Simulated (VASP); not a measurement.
Input of a VASP 6.6.1 run:

INCAR

```
SYSTEM = Sb
  PREC = Accurate
  ENCUT = 500
  EDIFF = 1E-6
  ISMEAR = 0
  SIGMA = 0.1
  LREAL = .False.
  LASPH = .True.
  NELM = 120
  ALGO = Normal
  ISIF = 2
  LWAVE = .False.
  LCHARG = .False.
  GGA = PE
  NBANDS = 8
  GGA_COMPAT = .False.
```

The input KPOINTS:

```
Automatic mesh
0
Gamma
  12 12 12
  0 0 0
```

The input POSCAR:

```
Sb
1.0
    0.0000000000      2.3995681078      2.3995681078
    2.3995681078      0.0000000000      2.3995681078
    2.3995681078      2.3995681078      0.0000000000
Sb
1
Direct
    0.0000000000      0.0000000000      0.0000000000
```

Potentials or basis: VASP PAW PBE potentials, release 64 (Sb).

Run with:

```bash
$ cat potpaw_PBE.64/Sb/POTCAR > POTCAR
$ mpirun -np 1 vasp_std > vasp.out
```

Problem. Estimate the pressure.

Solution. -0.2 GPa.
